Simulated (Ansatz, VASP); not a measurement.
**One calculation of AlN, two programs**

INCAR

```
SYSTEM = AlN
PREC = Accurate
ENCUT = 520
EDIFF = 1E-6
ISMEAR = 0
SIGMA = 0.05
LREAL = .FALSE.
LASPH = .TRUE.
NELM = 60
ALGO = Normal
ISIF = 2
LWAVE = .FALSE.
LCHARG = .FALSE.
GGA = PS
NBANDS = 16
```

KPOINTS

```
Automatic mesh
0
G
  9 9 6
  0 0 0
```

File POSCAR:

```
AlN
1.0
    3.2223000000      0.0000000000      0.0000000000
   -1.6111500000      2.7905936586      0.0000000000
    0.0000000000      0.0000000000      4.0584000000
Al N
2 2
Direct
    0.3333333333      0.6666666667      0.7500000000
    0.6666666667      0.3333333333      0.2500000000
    0.3333333333      0.6666666667      0.2500000000
    0.6666666667      0.3333333333      0.7500000000
```

Input for Ansatz:

```yaml
crystal:
  lattice:
    - [3.2223, 0.0, 0.0]
    - [-1.61115, 2.7905936586, 0.0]
    - [0.0, 0.0, 4.0584]
  atoms:
    - { symbol: Al, position: [0.3333333333, 0.6666666667, 0.75] }
    - { symbol: Al, position: [0.6666666667, 0.3333333333, 0.25] }
    - { symbol: "N", position: [0.3333333333, 0.6666666667, 0.25] }
    - { symbol: "N", position: [0.6666666667, 0.3333333333, 0.75] }
basis:
  ecutwfc: 520.0
kpoints:
  mp_grid: { grid: [9, 9, 6] }
hamiltonian:
  xc: pbesol
scf:
  occupations: { method: gaussian, width: 0.05 }
output:
  forces: true
  stress: true
  eigenvalues: true
```

Alike in both runs: task single point; functional PBEsol; k mesh 9 × 9 × 6; occupations gaussian, width 0.05 eV; no spin polarisation.

```csv
,VASP,Ansatz
version,VASP 6.6.1,Ansatz 0.2.0
potentials or method,"VASP PAW PBE potentials, release 64 (Al, N), cutoff 520 eV","scalar-relativistic, plane waves, PAW"
valence electrons in the cell,16,16
```

```csv
,VASP,Ansatz,Ansatz less VASP
gap on the k mesh at the Fermi level (eV),3.83,3.81,-0.015
least direct gap on the mesh (eV),3.83,3.81,-0.015
pressure (GPa),17.1,17.1,-0.02
"traceless stress, the component that is largest in VASP (GPa)",-2.72,-2.64,+0.085
```

VASP's potentials were made for PBE, not for PBEsol.
